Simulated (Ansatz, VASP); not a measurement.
# One calculation of HfB, two programs

```xyz
2
Lattice="0.0000 2.0511 2.0511 2.0511 0.0000 2.0511 2.0511 2.0511 0.0000" Properties=species:S:1:pos:R:3 pbc="T T T"
Hf    2.0511    2.0511    2.0511
B     0.0000    0.0000    0.0000
```

Change from the starting cell: volume scaled by 0.7, PAW files.

Alike in both runs: task electric field gradients; functional PBE; k mesh 13 × 13 × 13; occupations fermi-dirac, width 0.05 eV; no spin polarisation.

|  | VASP | Ansatz |
| --- | --- | --- |
| version | VASP 6.6.1 | Ansatz 0.2.0 |
| potentials or method | VASP PAW PBE potentials, release 64 (Hf_pv, B) | PAW with Ansatz's default frozen-core files, scalar-relativistic |
| plane-wave cutoff (eV) | 520 | 420 |
| valence electrons in the cell | 13 | 29 |

|  | VASP | Ansatz | Ansatz less VASP |
| --- | --- | --- | --- |
| pressure (GPa) | 209.3 | 203.2 | -6.14 |

Both programs put the cell under a high pressure, so it lies far from rest at this level. The functional is the same, so the differences come from potentials, cutoffs and numerics. VASP's potentials hold 13 valence electrons a cell and Ansatz's 29, so a difference there can come from the potentials and not from the codes.

Spin-orbit coupling is off throughout. Noted on VASP's run: the cell as given lies far from equilibrium.
